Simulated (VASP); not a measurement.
The system is Ag.

```
Ag
1.0
     3.34836    1.93318    5.71031
    -3.34836    1.93318    5.71031
     0.00000   -3.86636    5.71031
Ag
12
Direct
  0.01019 0.65361 0.01019
  0.01019 0.01019 0.65361
  0.65361 0.01019 0.01019
  0.98981 0.34639 0.98981
  0.34639 0.98981 0.98981
  0.98981 0.98981 0.34639
  0.22118 0.63060 0.22118
  0.22118 0.22118 0.63060
  0.63060 0.22118 0.22118
  0.77882 0.36940 0.77882
  0.36940 0.77882 0.77882
  0.77882 0.77882 0.36940
```

```yaml
Program: VASP 6.6.1
Task: relaxation of cell and atoms
Functional: PBE
Potentials_or_basis: VASP PAW PBE potentials, release 64 (Ag)
Cutoff: 600 eV
k_mesh: 3 × 3 × 3
Occupations: gaussian, width 0.1 eV
Spin: no spin polarisation
```

At the start: pressure 50.9 GPa; volume 18.48 Å³/atom.

Q: Where does the relaxation end?

A: Over 14 steps the energy falls by 1004.1 meV/atom and the volume is 26.10 Å³/atom (+41.2 %); space group R-3m (No. 166, to 0.05 Å).

Step by step:
| step | energy change (eV) | largest force (eV/Å) | pressure (GPa) | volume (Å³) |
| --- | --- | --- | --- | --- |
| 1 | 0.0000 | 5.6153 | 50.92 | 221.78 |
| 2 | -6.7550 | 0.6198 | -5.58 | 468.58 |
| 3 | -11.5732 | 1.5083 | -0.51 | 319.25 |
| 4 | -11.5876 | 1.5173 | -0.17 | 316.72 |
| 5 | -11.5982 | 1.5311 | 0.45 | 312.38 |
| 6 | -11.9622 | 0.4042 | -0.47 | 317.71 |
| 7 | -11.9715 | 0.3596 | -0.55 | 318.88 |
| 8 | -12.0171 | 0.2356 | -0.13 | 315.43 |
| 9 | -12.0299 | 0.1408 | 0.29 | 312.49 |
| 10 | -12.0407 | 0.0608 | 0.01 | 313.90 |
| 11 | -12.0432 | 0.0195 | -0.19 | 315.01 |
| 12 | -12.0472 | 0.0422 | -0.04 | 313.85 |
| 13 | -12.0476 | 0.0630 | 0.02 | 313.40 |
| 14 | -12.0494 | 0.0395 | 0.03 | 313.19 |

Final structure:
```xyz
12
Lattice="3.6973 2.1346 6.6136 -3.6973 2.1346 6.6136 0.0000 -4.2693 6.6136" Properties=species:S:1:pos:R:3 pbc="T T T"
Ag   -2.2912    1.3228    4.5507
Ag    0.0000   -2.6456    4.5507
Ag    2.2912    1.3228    4.5507
Ag    2.2912   -1.3228   15.2903
Ag   -2.2912   -1.3228   15.2903
Ag    0.0000    2.6456   15.2903
Ag   -1.3761    0.7945    7.1205
Ag    0.0000   -1.5890    7.1205
Ag    1.3761    0.7945    7.1205
Ag    1.3761   -0.7945   12.7204
Ag   -1.3761   -0.7945   12.7204
Ag    0.0000    1.5890   12.7204
```

Caveat: the k points lie up to 0.34 Å⁻¹ apart in the final cell; the volume moved by over 15 % at a fixed basis, so the end points are rough.
